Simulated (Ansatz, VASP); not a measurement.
# One calculation of PbSe, two programs

```
CELL_PARAMETERS angstrom
3.89933 0.00000 0.00000
0.00000 3.89933 0.00000
0.00000 0.00000 3.89933
ATOMIC_POSITIONS crystal
Pb 0.00000 0.00000 0.00000
Se 0.50000 0.50000 0.50000
```

Alike in both runs: task single point; functional r2SCAN; k mesh 12 × 12 × 12; occupations gaussian, width 0.1 eV; no spin polarisation.

|  | VASP | Ansatz |
| --- | --- | --- |
| version | VASP 6.6.1 | Ansatz 0.2.0 |
| potentials or method | VASP PAW PBE potentials, release 64 (Pb_d, Se), cutoff 520 eV | scalar-relativistic, plane waves, PAW |
| valence electrons in the cell | 20 | 30 |

```tsv
	VASP	Ansatz	Ansatz less VASP
gap on the k mesh at the Fermi level (eV)	none	none	-
pressure (GPa)	-4.5	-4.5	0.00
```

VASP's potentials were made for PBE, not for r2SCAN. A gap of «none» marks a metal or a gap that the smearing closes. VASP's potentials hold 20 valence electrons a cell and Ansatz's 30, so a difference there can come from the potentials and not from the codes.

Neither program's run includes spin-orbit coupling.
